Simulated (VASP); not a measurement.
Runs of VASP 6.6.1 on AlN. The structure is that of space group I-4m2 (No. 119), or close to it. The cells are those of the table. 

```tsv
cell	gap on the mesh (eV)	pressure (GPa)
a = 3.026, b = 3.026, c = 3.261 Å, angles 57.4, 57.4, 65.2°, 2 atoms	2.73	2.2
a = 3.051, b = 3.051, c = 3.176 Å, angles 58.6, 58.6, 62.7°, 2 atoms	(c)	4.0
a = 3.009, b = 3.009, c = 3.355 Å, angles 56.1, 56.1, 67.8°, 2 atoms	2.72	(b)
a = 3.069, b = 3.069, c = 3.131 Å, angles 59.3, 59.3, 61.3°, 2 atoms	3.10	4.4
a = 3.002, b = 3.002, c = 3.467 Å, angles 54.7, 54.7, 70.5°, 2 atoms	(a)	-5.8
```

Alike in all rows: task single point; level PBE; potentials or basis VASP PAW PBE potentials, release 64 (Al, N); no spin polarisation; k mesh 10 × 10 × 10; cutoff (eV) 520; smearing gaussian 0.05 eV.

Problem. Estimate the missing entries.

Solution. (a) 2.96; (b) -1.0; (c) 2.93.

A k mesh can miss the band edges.
